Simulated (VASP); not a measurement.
BeTe, 2 atoms in the cell. The structure is cubic, space group F-43m (No. 216). The conventional cell has a = 5.694 Å, b = 5.694 Å, c = 5.694 Å, α = 90.00°, β = 90.00°, γ = 90.00°. Within 3.3 Å of Be (site symmetry -43m) lie 4 Te at 2.47 Å. Te (site symmetry -43m) has 4 Be at 2.47 Å within 3.3 Å. 

```yaml
Program: VASP 6.6.1
Task: single point
Functional: r2SCAN
Potentials_or_basis: VASP PAW PBE potentials, release 64 (Be, Te)
Cutoff: 520 eV
k_mesh: 8 × 8 × 8
Occupations: fermi-dirac, width 0.02 eV
Spin: no spin polarisation
Dipole_correction: no
Further_INCAR_settings: ALGO = Normal; EDIFF = 1e-06; NBANDS = 11
```

Potentials or basis: VASP PAW PBE potentials, release 64 (Be, Te).

The run is started by

```console
$ cat potpaw_PBE.64/Be/POTCAR potpaw_PBE.64/Te/POTCAR > POTCAR
$ cp INCAR.step1 INCAR
$ mpirun -np 1 vasp_std > vasp.out
$ cp INCAR.step2 INCAR
$ mpirun -np 1 vasp_std > vasp.out
```

Hardware: 1 thread of Intel(R) Xeon(R) Platinum 8259CL CPU @ 2.50GHz (Skylake/Cascade Lake), on a shared host.

Task: How long does it take, and how much memory?

Result: It took 48 s on 1 thread of Intel(R) Xeon(R) Platinum 8259CL CPU @ 2.50GHz (Skylake/Cascade Lake) (shared host), peak memory 0.17 GiB. Counts: k points 29.
